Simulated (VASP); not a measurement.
**Rh: single point with LDA**

Rh:

```
CELL_PARAMETERS angstrom
2.61573 0.00000 0.00000
-1.30787 2.26529 0.00000
0.00000 0.00000 4.21170
ATOMIC_POSITIONS crystal
Rh 0.66667 0.33333 0.75000
Rh 0.33333 0.66667 0.25000
```

This isn't the form of Rh at room conditions, which is fcc.

| Property | Result |
| --- | --- |
| Program | VASP 6.6.1 |
| Task | single point |
| Functional | LDA |
| Potentials or basis | VASP PAW LDA potentials, release 64 (Rh_pv) |
| Cutoff | 520 eV |
| k mesh | 21 × 21 × 12 |
| Occupations | gaussian, width 0.15 eV |
| Spin | collinear spin, ferromagnetic start |
| Starting moments | [1.0, 1.0] μB |
| Fixed moment | 2 μB |

```json
{"Pressure": "32.0 GPa", "Net moment": "2.00 μB per cell", "Site moments": "Rh +0.98 μB", "Valence electrons inside the program's atomic spheres": "Rh 14.00"}
```

Stress tensor (GPa, compression positive):
```
31.39  0.00  0.00
 0.00 31.39  0.00
 0.00  0.00 33.08
```

Wall time 3.9 min on 1 thread of Intel(R) Xeon(R) Platinum 8488C (Sapphire Rapids), on a shared host, peak memory 0.36 GiB.

Caveat: the cell stands under pressure; the total moment is fixed, so each spin has its own Fermi level and the state may be an excited one.
